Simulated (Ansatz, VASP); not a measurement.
# TaSi2 in VASP and in Ansatz

Contents of POSCAR:

```
TaSi2
1.0
    4.7837907700      0.0000000000      0.0000000000
   -2.3918953900      4.1428843400      0.0000000000
    0.0000000000      0.0000000000      6.5528055600
Ta Si
3 6
Direct
    0.0000000000      0.5000000000      0.3333333300
    0.5000000000      0.5000000000      0.6666666700
    0.5000000000      0.0000000000      0.0000000000
    0.8416096400      0.6832192800      0.0000000000
    0.1583903600      0.8416096400      0.6666666700
    0.6832192800      0.8416096400      0.3333333300
    0.1583903600      0.3167807200      0.0000000000
    0.8416096400      0.1583903600      0.6666666700
    0.3167807200      0.1583903600      0.3333333300
```

INCAR.step1

```
SYSTEM = TaSi2
ALGO = Normal
EDIFF = 1E-4
ENCUT = 520
GGA = PE
ISMEAR = 0
LASPH = .True.
LCHARG = .False.
LREAL = .False.
LWAVE = .True.
NBANDS = 38
NELM = 80
PREC = Accurate
SIGMA = 0.1
```

INCAR.step2

```
SYSTEM = TaSi2
ALGO = Normal
EDIFF = 1E-6
ENCUT = 520
ISIF = 2
ISMEAR = 0
ISTART = 1
LASPH = .True.
LCHARG = .False.
LMIXTAU = .True.
LREAL = .False.
LWAVE = .False.
METAGGA = R2SCAN
NBANDS = 38
NELM = 80
PREC = Accurate
SIGMA = 0.1
```

Contents of KPOINTS:

```
k-points
0
Gamma
  6 6 4
  0 0 0
```

Input for Ansatz:

```yaml
crystal:
  lattice:
    - [4.78379077, 0.0, 0.0]
    - [-2.39189539, 4.14288434, 0.0]
    - [0.0, 0.0, 6.55280556]
  atoms:
    - { symbol: Ta, position: [0.0, 0.5, 0.33333333] }
    - { symbol: Ta, position: [0.5, 0.5, 0.66666667] }
    - { symbol: Ta, position: [0.5, 0.0, 0.0] }
    - { symbol: Si, position: [0.84160964, 0.68321928, 0.0] }
    - { symbol: Si, position: [0.15839036, 0.84160964, 0.66666667] }
    - { symbol: Si, position: [0.68321928, 0.84160964, 0.33333333] }
    - { symbol: Si, position: [0.15839036, 0.31678072, 0.0] }
    - { symbol: Si, position: [0.84160964, 0.15839036, 0.66666667] }
    - { symbol: Si, position: [0.31678072, 0.15839036, 0.33333333] }
basis:
  ecutwfc: 600.0
kpoints:
  mp_grid: { grid: [6, 6, 4] }
hamiltonian:
  xc: r2scan
  pseudopotentials: { kind: paw, azcp: { folder: soft_1 } }
scf:
  occupations: { method: gaussian, width: 0.1 }
output:
  forces: true
  stress: true
  eigenvalues: true
```

Alike in both runs: task single point; functional r2SCAN; k mesh 6 × 6 × 4; occupations gaussian, width 0.1 eV; no spin polarisation.

```csv
,VASP,Ansatz
version,VASP 6.6.1,Ansatz 0.2.0
potentials or method,"VASP PAW PBE potentials, release 64 (Ta_pv, Si), cutoff 520 eV","scalar-relativistic, plane waves, PAW"
valence electrons in the cell,57,63
```

Ansatz gave:

* gap on the k mesh at the Fermi level (eV): none
* pressure (GPa): -0.1
* traceless stress, the component that is largest in VASP (GPa): 0.84
* rms of the force components (eV/Å): 0.009

**Question.** What did VASP give for the same quantities?

**Answer.** gap on the k mesh at the Fermi level (eV): none; pressure (GPa): 0.1; traceless stress, the component that is largest in VASP (GPa): 0.77; rms of the force components (eV/Å): 0.005.

VASP's potentials were made for PBE, not for r2SCAN. Atom by atom the forces differ by 0.004 eV/Å (rms over components). A gap of «none» marks a metal or a gap that the smearing closes. VASP's potentials hold 57 valence electrons a cell and Ansatz's 63, so a difference there can come from the potentials and not from the codes.

Neither program's run includes spin-orbit coupling.
